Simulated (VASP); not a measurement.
# C (P6_3/mmc) in VASP: notebook

C is run at these levels: PBE; tasks: single point.

Everything below comes from runs of VASP 6.6.1. Logs are shortened: lines on timing, memory, paths and dates and some standing lists are left out, and cuts for length are marked.

## Step 1: The cell of the first run

Symmetry: P6_3/mmc, No. 194, hexagonal system. The conventional cell has a = 4.270 Å, b = 4.270 Å, c = 5.038 Å, α = 90.00°, β = 90.00°, γ = 120.00°. Within 1.9 Å of C (site symmetry mm2) lie 5 C at 1.42 to 1.81 Å. Within 1.9 Å of C (site symmetry -6m2) lie 3 C at 1.42 Å. C (site symmetry -3m) has 6 C at 1.64 Å within 2.2 Å.

## Step 2: Single point, PBE

INCAR

```
PREC = Accurate ; ENCUT = 520
EDIFF = 1E-7 ; ISMEAR = 0
SIGMA = 0.1 ; LREAL = F
LASPH = T ; NELM = 60
ALGO = Normal ; ISIF = 2
LWAVE = F ; LCHARG = T
GGA = PE ; LELF = T
LVHAR = T ; NBANDS = 31
```

KPOINTS

```
regular mesh
0
Gamma
  12 12 8
```

POSCAR

```
C
1.0
    4.2698546977      0.0000000000      0.0000000000
   -2.1349273489      3.6978026387      0.0000000000
    0.0000000000      0.0000000000      5.0383148854
C
10
Direct
    0.2821641624      0.1410820812      0.7500000000
    0.7178358376      0.8589179188      0.2500000000
    0.8589179188      0.7178358376      0.7500000000
    0.1410820812      0.2821641624      0.2500000000
    0.8589179188      0.1410820812      0.7500000000
    0.1410820812      0.8589179188      0.2500000000
    0.6666666667      0.3333333333      0.7500000000
    0.3333333333      0.6666666667      0.2500000000
    0.0000000000      0.0000000000      0.0000000000
    0.0000000000      0.0000000000      0.5000000000
```

Potentials or basis: VASP PAW PBE potentials, release 64 (C).

Command:

```sh
$ cat potpaw_PBE.64/C/POTCAR > POTCAR
$ mpirun -np 1 vasp_std > vasp.out
```

OUTCAR:

```text
PREC = Accurate
   ENCUT = 520
   EDIFF = 1E-7
   ISMEAR = 0
   LREAL = F
   LASPH = T
   NELM = 60
   ISIF = 2
   GGA = PE

 ion  position               nearest neighbor table
   1  0.282  0.141  0.750-   7 1.42   9 1.64  10 1.64   3 1.81   5 1.81
   2  0.718  0.859  0.250-   8 1.42   9 1.64  10 1.64   4 1.81   6 1.81
   3  0.859  0.718  0.750-   7 1.42   9 1.64  10 1.64   1 1.81   5 1.81
   4  0.141  0.282  0.250-   8 1.42   9 1.64  10 1.64   2 1.81   6 1.81
   5  0.859  0.141  0.750-   7 1.42   9 1.64  10 1.64   1 1.81   3 1.81
   6  0.141  0.859  0.250-   8 1.42   9 1.64  10 1.64   2 1.81   4 1.81
   7  0.667  0.333  0.750-   5 1.42   1 1.42   3 1.42
   8  0.333  0.667  0.250-   6 1.42   2 1.42   4 1.42
   9  0.000  0.000  0.000-   1 1.64   2 1.64   3 1.64   4 1.64   5 1.64   6 1.64
  10  0.000  0.000  0.500-   1 1.64   2 1.64   3 1.64   4 1.64   5 1.64   6 1.64

  LATTYP: Found a hexagonal cell.
 ALAT       =     4.2698546977
 C/A-ratio  =     1.1799733813

  Lattice vectors:

 A1 = (   4.2698546977,   0.0000000000,   0.0000000000)
 A2 = (  -2.1349273489,   3.6978026387,   0.0000000000)
 A3 = (   0.0000000000,   0.0000000000,   5.0383148854)

Analysis of symmetry for initial positions (statically):
=====================================================================
 Subroutine PRICEL returns:
 Original cell was already a primitive cell.

 Routine SETGRP: Setting up the symmetry group for a
 hexagonal supercell.

 Subroutine GETGRP returns: Found 24 space group operations
 (whereof 12 operations were pure point group operations)
 out of a pool of 24 trial point group operations.

The static configuration has the point symmetry D_3d.
 The point group associated with its full space group is D_6h.

Analysis of symmetry for dynamics (positions and initial velocities):
=====================================================================
 Subroutine PRICEL returns:
 Original cell was already a primitive cell.

 Routine SETGRP: Setting up the symmetry group for a
 hexagonal supercell.

 Subroutine GETGRP returns: Found 24 space group operations
 (whereof 12 operations were pure point group operations)
 out of a pool of 24 trial point group operations.

The dynamic configuration has the point symmetry D_3d.
 The point group associated with its full space group is D_6h.

 Subroutine INISYM returns: Found 24 space group operations
 (whereof 12 operations are pure point group operations),
 and found     1 'primitive' translations

----------------------------------------------------------------------------------------

                                     Primitive cell

  volume of cell :      79.5504

  direct lattice vectors                    reciprocal lattice vectors
     4.269854698  0.000000000  0.000000000     0.234200007  0.135215437  0.000000000
    -2.134927349  3.697802639  0.000000000     0.000000000  0.270430874  0.000000000
     0.000000000  0.000000000  5.038314885     0.000000000  0.000000000  0.198479060

  length of vectors
     4.269854698  4.269854698  5.038314885     0.270430874  0.270430874  0.198479060

  position of ions in fractional coordinates (direct lattice)
     0.282164162  0.141082081  0.750000000
     0.717835838  0.858917919  0.250000000
     0.858917919  0.717835838  0.750000000
     0.141082081  0.282164162  0.250000000
     0.858917919  0.141082081  0.750000000
     0.141082081  0.858917919  0.250000000
     0.666666667  0.333333333  0.750000000
     0.333333333  0.666666667  0.250000000
     0.000000000  0.000000000  0.000000000
     0.000000000  0.000000000  0.500000000

  ion indices of the primitive-cell ions
   primitive index   ion index
                 1           1
                 2           2
                 3           3
                 4           4
                 5           5
                 6           6
                 7           7
                 8           8
                 9           9
                10          10

----------------------------------------------------------------------------------------

 KPOINTS: regular mesh

Automatic generation of k-mesh.
 Grid dimensions read from file:
 generate k-points for:   12   12    8

 Generating k-lattice:

  Cartesian coordinates                     Fractional coordinates (reciprocal lattice)
     0.019516667  0.011267953  0.000000000     0.083333333  0.000000000  0.000000000
     0.000000000  0.022535906  0.000000000     0.000000000  0.083333333  0.000000000
     0.000000000  0.000000000  0.024809882     0.000000000  0.000000000  0.125000000

  Length of vectors
     0.022535906  0.022535906  0.024809882

  Shift w.r.t. Gamma in fractional coordinates (k-lattice)
     0.000000000  0.000000000  0.000000000

 Subroutine IBZKPT returns following result:
 ===========================================

 Found     95 irreducible k-points:

 Following reciprocal coordinates:
            Coordinates               Weight
  0.000000  0.000000  0.000000      1.000000
  0.083333 -0.000000  0.000000      6.000000
  0.166667  0.000000  0.000000      6.000000
  0.250000 -0.000000  0.000000      6.000000
  0.333333  0.000000  0.000000      6.000000
  0.416667  0.000000  0.000000      6.000000
[... 16 lines left out ...]
  0.250000 -0.000000  0.125000     12.000000
  0.333333  0.000000  0.125000     12.000000
 [... further k-points ...]
   k-points           NKPTS =     95   k-points in BZ     NKDIM =     95   number of bands    NBANDS=     31
   number of dos      NEDOS =    301   number of ions     NIONS =     10
   total plane-waves  NPLWV =  40960
   dimension x,y,z NGX =    32 NGY =   32 NGZ =   40
   dimension x,y,z NGXF=    64 NGYF=   64 NGZF=   80
   ions per type =              10
   NGX,Y,Z   is equivalent  to a cutoff of  12.46, 12.46, 13.20 a.u.
   NGXF,Y,Z  is equivalent  to a cutoff of  24.92, 24.92, 26.40 a.u.
 SYSTEM =  unknown system
   PREC   = accura    normal or accurate (medium, high low for compatibility)
   ISTART =      0    job   : 0-new  1-cont  2-samecut
   ICHARG =      2    charge: 1-file 2-atom 10-const
   ISPIN  =      1    spin polarized calculation?
   LNONCOLLINEAR =      F non collinear calculations
   LSORBIT =      F    spin-orbit coupling
   LASPH  =      T    aspherical Exc in radial PAW
   ENCUT  =  520.0 eV  38.22 Ry    6.18 a.u.   7.94  7.94  9.37*2*pi/ulx,y,z
   NELM   =     60;   NELMIN=  2; NELMDL= -5     # of ELM steps
   EDIFF  = 0.1E-06   stopping-criterion for ELM
   LREAL  =      F    real-space projection
   EDIFFG = 0.1E-05   stopping-criterion for IOM
   NSW    =      0    number of steps for IOM
   IBRION =     -1    ionic relax: 0-MD 1-quasi-New 2-CG
   NFREE  =      0    steps in history (QN), initial steepest desc. (CG)
   ISIF   =      2    stress and relaxation
   ISYM   =      2    0-nonsym 1-usesym 2-fastsym
   POTIM  = 0.5000    time-step for ionic-motion
   TEBEG  =    0.0;   TEEND  =   0.0 temperature during run
   PSTRESS=    0.0 pullay stress
   NELECT =      40.0000    total number of electrons
   NUPDOWN=      -1.0000    fix difference up-down
   EMIN   =  10.00;   EMAX   =-10.00  energy-range for DOS
   EFERMI =   0.00;   METHOD = LEGACY
   ISMEAR =     0;   SIGMA  =   0.10  broadening in eV -4-tet -1-fermi 0-gaus
   EFERMI_NEDOS =   21; number of points for ismear=-14 and -15
   IALGO  =     38    algorithm
   IMIX   =      4    mixing-type and parameters
     AMIX     =   0.40;   BMIX     =  1.00
     AMIX_MAG =   1.60;   BMIX_MAG =  1.00
  volume/ion in A,a.u.               =       7.96        53.68
  Fermi-wavevector in a.u.,A,eV,Ry     =   1.301810  2.460063 23.057903  1.694708
  Thomas-Fermi vector in A             =   2.432919
   LORBIT       =      0    0 simple, 1 ext, 2 COOP (PROOUT), +10 PAW based schemes
   GGA     = PE    functional components
   LHFCALC =     F    Hartree Fock is set to
   AEXX    =    0.0000 exact exchange contribution
   IVDW    =     0    specifies the selected vdW correction
   LEPSILON=     F    determine dielectric tensor
   LRPA    =     F    only Hartree local field effects (RPA)
 non-spin polarized calculation
 Gauss-broadening in eV      SIGMA  =   0.10
  energy-cutoff  :      520.00
  volume of cell :       79.55
 maximum number of plane-waves:      2172
 NGX is ok and might be reduce to    32
   NGX = 15   NGY = 15   NGZ = 19

 number of electron      40.0000006 magnetization

 Free energy of the ion-electron system (eV)
  ---------------------------------------------------
  ext. energy  EPLUGINS =         0.00000000
  ---------------------------------------------------
  free energy    TOTEN  =       -70.00708681 eV

  energy without entropy =      -69.99391302  energy(sigma->0) =      -70.00049992

 E-fermi :   7.0321     XC(G=0): -11.1264

 val. band max:        7.0281151448   @ k =   0.2500  -0.0000   0.0000
 cond. band min:       7.0357030238   @ k =   0.0833  -0.0000   0.1250
 fundamental gap:      0.0075878790
 Fermi energy:         7.0320809875

 k-point     1 :       0.0000    0.0000    0.0000
  band No.  band energies     occupation
      1     -15.5929      2.00000
      2     -12.8341      2.00000
      3      -9.0642      2.00000
      4      -8.9066      2.00000
      5      -8.4978      2.00000
      6      -6.3519      2.00000
[... 23 lines left out ...]
     30      16.1769      0.00000
     31      16.1797      0.00000

 k-point     2 :       0.0833   -0.0000    0.0000
  band No.  band energies     occupation
      1     -15.5688      2.00000
      2     -12.8098      2.00000
      3      -9.2267      2.00000
      4      -8.8876      2.00000
      5      -8.6013      2.00000
      6      -6.4209      2.00000
[... 23 lines left out ...]
     30      15.9631      0.00000
     31      16.1168      0.00000

 k-point     3 :       0.1667    0.0000    0.0000
  band No.  band energies     occupation
      1     -15.5003      2.00000
      2     -12.7401      2.00000
      3      -9.6045      2.00000
      4      -8.8714      2.00000
      5      -8.8345      2.00000
      6      -6.5874      2.00000
[... 703 lines left out ...]
     30      14.5812      0.00000
     31      15.1300      0.00000

 k-point    24 :       0.3333    0.0000    0.1250
  band No.  band energies     occupation
      1     -15.2290      2.00000
      2     -12.7408      2.00000
      3     -10.3835      2.00000
      4      -9.5848      2.00000
      5      -8.3241      2.00000
      6      -6.8850      2.00000
[... 23 lines left out ...]
     30      14.3209      0.00000
     31      14.9257      0.00000

 [... further k-points ...]
[... 5 lines left out ...]
  --------------------------------------------------------------------------------------
  -------------------------------------------------------------------------------------
  Total        0.1080450      0.1080450      0.0512084     -0.0000000      0.0000000      0.0000000
  in kB        2.1760717      2.1760717      1.0313585     -0.0000000      0.0000000      0.0000000
  external PRESSURE =       1.7945006 kB  Pullay stress =       0.0000000 kB

 VOLUME and BASIS-vectors are now :
 -----------------------------------------------------------------------------
  energy-cutoff  :      520.00
  volume of cell :       79.55
      direct lattice vectors                 reciprocal lattice vectors
     4.269854698  0.000000000  0.000000000     0.234200007  0.135215437  0.000000000
    -2.134927349  3.697802639  0.000000000     0.000000000  0.270430874  0.000000000
     0.000000000  0.000000000  5.038314885     0.000000000  0.000000000  0.198479060

 POSITION                                       TOTAL-FORCE (eV/Angst)
 -----------------------------------------------------------------------------------
      0.90360      0.52169      3.77874        -0.010854     -0.006267      0.000000
      1.23133      3.17611      1.25958         0.010854      0.006267     -0.000000
      2.13493      2.65442      3.77874        -0.000000      0.012533      0.000000
     -0.00000      1.04339      1.25958         0.000000     -0.012533     -0.000000
      3.36625      0.52169      3.77874         0.010854     -0.006267      0.000000
     -1.23133      3.17611      1.25958        -0.010854      0.006267     -0.000000
      2.13493      1.23260      3.77874        -0.000000      0.000000     -0.000000
     -0.00000      2.46520      1.25958        -0.000000     -0.000000      0.000000
      0.00000      0.00000      0.00000        -0.000000      0.000000     -0.000000
      0.00000      0.00000      2.51916        -0.000000      0.000000     -0.000000
 -----------------------------------------------------------------------------------
    total drift:                                0.000000      0.000000      0.000000

  FREE ENERGIE OF THE ION-ELECTRON SYSTEM (eV)
  ---------------------------------------------------
  free  energy   TOTEN  =       -70.0070868113 eV

  energy  without entropy=      -69.9939130240  energy(sigma->0) =      -70.00049992
```

It took 84 s on 1 thread of Intel Xeon 6975P-C (Granite Rapids), shared host; peak memory 0.28 GiB.

Results:

```
Free energy            : -70.0071 eV
Pressure               : 0.2 GPa
Largest force          : 0.013 eV/Å
Band gap on the k mesh : zero (bands 20 and 21 overlap by 1.01 eV)
```

Forces on the atoms (eV/Å):
```
C   -0.011 -0.006  0.000
C    0.011  0.006  0.000
C    0.000  0.013  0.000
C    0.000 -0.013  0.000
C    0.011 -0.006  0.000
C   -0.011  0.006  0.000
C    0.000  0.000  0.000
C    0.000  0.000  0.000
C    0.000  0.000  0.000
C    0.000  0.000  0.000
```

Stress tensor (GPa, compression positive):
```
0.22 0.00 0.00
0.00 0.22 0.00
0.00 0.00 0.10
```

## Step 3: Single point, PBE, collinear spin

INCAR

```
SYSTEM = C
  PREC = Accurate
  ENCUT = 520
  EDIFF = 1E-6
  ISMEAR = 0
  SIGMA = 0.1
  LREAL = .FALSE.
  LASPH = .TRUE.
  NELM = 150
  ALGO = Normal
  ISIF = 2
  LWAVE = .FALSE.
  LCHARG = .FALSE.
  ISPIN = 2
  MAGMOM = 1 1 1 1 1 1 1 1 1 1
  LORBIT = 11
  GGA = PE
  NBANDS = 35
```

KPOINTS

```
Automatic mesh
0
G
  6 6 4
  0 0 0
```

POSCAR

```
C
1.0
    4.2700491900      0.0000000000      0.0000000000
   -2.1350245950      3.6979710739      0.0000000000
    0.0000000000      0.0000000000      5.0345865256
C
10
Direct
    0.2823153912      0.1411576956      0.7500000000
    0.7176846088      0.8588423044      0.2500000000
    0.8588423044      0.7176846088      0.7500000000
    0.1411576956      0.2823153912      0.2500000000
    0.8588423044      0.1411576956      0.7500000000
    0.1411576956      0.8588423044      0.2500000000
    0.6666666667      0.3333333333      0.7500000000
    0.3333333333      0.6666666667      0.2500000000
    0.0000000000      0.0000000000      0.0000000000
    0.0000000000      0.0000000000      0.5000000000
```

Potentials or basis: VASP PAW PBE potentials, release 64 (C).

Command:

```sh
$ cat potpaw_PBE.64/C/POTCAR > POTCAR
$ mpirun -np 1 vasp_std > vasp.out
```

Run time: 49 s. Hardware: 1 thread of Intel Xeon 6975P-C (Granite Rapids), shared host; peak memory 0.25 GiB.

Results (log left out):

* Free energy: -70.0582 eV
* Pressure: 0.3 GPa
* Largest force: 0.037 eV/Å
* Band gap on the k mesh: zero (filled and empty bands overlap)
* Net moment: 0.00 μB per cell
* Valence electrons inside the program's atomic spheres: C 2.43, 2.62, 2.42 (each value once)

Forces in eV/Å, atoms in the order of the input:
```
C   -0.032 -0.018  0.000
C    0.032  0.018  0.000
C    0.000  0.037  0.000
C    0.000 -0.037  0.000
C    0.032 -0.018  0.000
C   -0.032  0.018  0.000
C    0.000  0.000  0.000
C    0.000  0.000  0.000
C    0.000  0.000  0.000
C    0.000  0.000  0.000
```

Stress tensor (GPa, compression positive):
```
0.25 0.00 0.00
0.00 0.25 0.00
0.00 0.00 0.39
```

Levels at points of the mesh, in eV from the Fermi level:
Spin up:
```tsv
k point	band 17	band 18	band 19	band 20	band 21	band 22	band 23	band 24
(0.00, 0.00, 0.00)	-3.47	-1.41	-0.29	-0.29	1.31	1.31	1.96	2.71
(0.50, 0.00, 0.00)	-4.64	-1.05	-0.78	-0.36	-0.23	0.14	0.19	2.10
(0.00, 0.00, 0.50)	-3.02	-3.02	-2.80	-2.80	1.90	1.90	1.90	1.90
(0.50, 0.00, 0.50)	-2.57	-2.57	-2.14	-2.14	-0.14	-0.14	2.01	2.01
```
Spin down:
| k point | band 16 | band 17 | band 18 | band 19 | band 20 | band 21 | band 22 | band 23 | band 24 | band 25 |
| --- | --- | --- | --- | --- | --- | --- | --- | --- | --- | --- |
| (0.00, 0.00, 0.00) | -7.03 | -3.47 | -1.41 | -0.29 | -0.29 | 1.31 | 1.31 | 1.96 | 2.71 | 2.71 |
| (0.50, 0.00, 0.00) | -4.97 | -4.64 | -1.05 | -0.78 | -0.36 | -0.23 | 0.14 | 0.19 | 2.10 | 2.65 |
| (0.00, 0.00, 0.50) | -3.02 | -3.02 | -3.02 | -2.80 | -2.80 | 1.90 | 1.90 | 1.90 | 1.90 | 4.38 |
| (0.50, 0.00, 0.50) | -4.67 | -2.57 | -2.57 | -2.14 | -2.14 | -0.14 | -0.14 | 2.01 | 2.01 | 3.34 |
